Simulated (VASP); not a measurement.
Wanted: the native input for a VASP 6.6.1 run.

- Task: single point
- Functional: B3LYP
- Potentials or basis: VASP PAW PBE potentials, release 64 (Al)
- Cutoff: 520 eV
- k mesh: 4 × 4 × 5
- Occupations: fermi-dirac, width 0.05 eV
- Spin: no spin polarisation
- Dipole correction: no
- Grid for exact exchange (PRECFOCK): Normal
- Further INCAR settings: ALGO = Normal; EDIFF = 1e-06; NBANDS = 10
- Share of exact exchange: 0.2

Crystal: Al.

```
Al
1.0
     4.54673    0.00000    0.00000
    -2.27337    3.93758    0.00000
     0.00000    0.00000    2.75393
Al
2
Direct
  0.33333 0.66667 0.50000
  0.66667 0.33333 0.50000
```

This isn't the form of Al at room conditions, which is fcc.

These files were run (other wordings do the same):

POSCAR

```
Al
1.0
    4.5467300000      0.0000000000      0.0000000000
   -2.2733700000      3.9375800000      0.0000000000
    0.0000000000      0.0000000000      2.7539300000
Al
2
Direct
    0.3333300000      0.6666700000      0.5000000000
    0.6666700000      0.3333300000      0.5000000000
```

INCAR.step1

```
PREC     = Accurate       # precision mode
ENCUT    = 520            # plane-wave cutoff, eV
EDIFF    = 1E-5           # SCF threshold, eV
ISMEAR   = -1             # smearing method
SIGMA    = 0.05           # smearing width, eV
LREAL    = False          # projectors in reciprocal space
LASPH    = True           # aspherical terms in the spheres
NELM     = 80             # most SCF steps
ALGO     = Normal         # electronic algorithm
ISIF     = 2              # what is computed and relaxed
LWAVE    = True           # write WAVECAR
LCHARG   = False          # write CHGCAR
GGA      = PE             # functional
NBANDS   = 10             # bands
```

INCAR.step2

```
PREC     = Accurate       # precision mode
ENCUT    = 520            # plane-wave cutoff, eV
EDIFF    = 1E-6           # SCF threshold, eV
ISMEAR   = -1             # smearing method
SIGMA    = 0.05           # smearing width, eV
LREAL    = False          # projectors in reciprocal space
LASPH    = True           # aspherical terms in the spheres
NELM     = 80             # most SCF steps
ALGO     = Normal         # electronic algorithm
ISIF     = 2              # what is computed and relaxed
LWAVE    = False          # write WAVECAR
LCHARG   = False          # write CHGCAR
GGA      = B3             # functional
LHFCALC  = True           # exact exchange
AEXX     = 0.2            # exact-exchange fraction
AGGAX    = 0.72         
AGGAC    = 0.81         
ALDAC    = 0.19         
PRECFOCK = Normal       
ISTART   = 1            
NBANDS   = 10             # bands
```

KPOINTS

```
Automatic mesh
0
Gamma
  4 4 5
```

Potentials or basis: VASP PAW PBE potentials, release 64 (Al).

Launch:

```console
$ cat potpaw_PBE.64/Al/POTCAR > POTCAR
$ cp INCAR.step1 INCAR
$ mpirun -np 1 vasp_std > vasp.out
$ cp INCAR.step2 INCAR
$ mpirun -np 1 vasp_std > vasp.out
```

Results of the run:

```yaml
Pressure: 1.9 GPa
Band_gap_on_the_k_mesh: zero (bands 3 and 4 overlap by 2.80 eV)
```

Caveat: the k points lie up to 0.46 Å⁻¹ apart, too coarse for converged energies and pressures of a metal; the PAW data sets were made with another functional, which shifts forces and pressure a little.

It took 3.2 min on 1 thread of AMD EPYC 7R13 Processor (Zen 3), on a shared host, peak memory 0.14 GiB.
